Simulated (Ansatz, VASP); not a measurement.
## One calculation of Hf2H, two programs

```
Hf H
1.0
     3.29729    0.00000    0.00000
    -1.64864    2.85553    0.00000
     0.00000    0.00000   10.66793
Hf H
4 2
Cartesian
  0.0000 0.0000 0.0000
  0.0000 0.0000 5.3340
  0.0000 1.9037 8.0009
  1.6486 0.9518 2.6670
  0.0000 1.9037 2.6670
  1.6486 0.9518 8.0009
```

Change from the starting cell: species swapped into the Sm2Tl type (P6_3/mmc, No. 194).

Alike in both runs: functional PBE; k mesh 6 × 6 × 4; occupations gaussian, width 0.1 eV; no spin polarisation.

Ansatz relaxed the structure, and its values are those at the end. VASP's run is a single point on that final structure, the one shown.

```csv
,VASP,Ansatz
version,VASP 6.6.1,Ansatz 0.2.0
potentials or method,"VASP PAW PBE potentials, release 64 (Hf_pv, H), cutoff 520 eV","scalar-relativistic, plane waves, PAW"
valence electrons in the cell,42,106
```

VASP gave:

| Quantity | Value |
| --- | --- |
| gap on the k mesh at the Fermi level (eV) | none |
| pressure (GPa) | -0.5 |

Task: Which values does Ansatz return?

Result: gap on the k mesh at the Fermi level (eV): none; pressure (GPa): -0.1.

A gap of «none» marks a metal or a gap that the smearing closes. With one functional, cell and mesh, what is left measures potentials, basis and numerics. VASP's potentials hold 42 valence electrons a cell and Ansatz's 106, so a difference there can come from the potentials and not from the codes.

The k mesh is coarse, so the values compare programs but aren't converged. Neither program's run includes spin-orbit coupling.
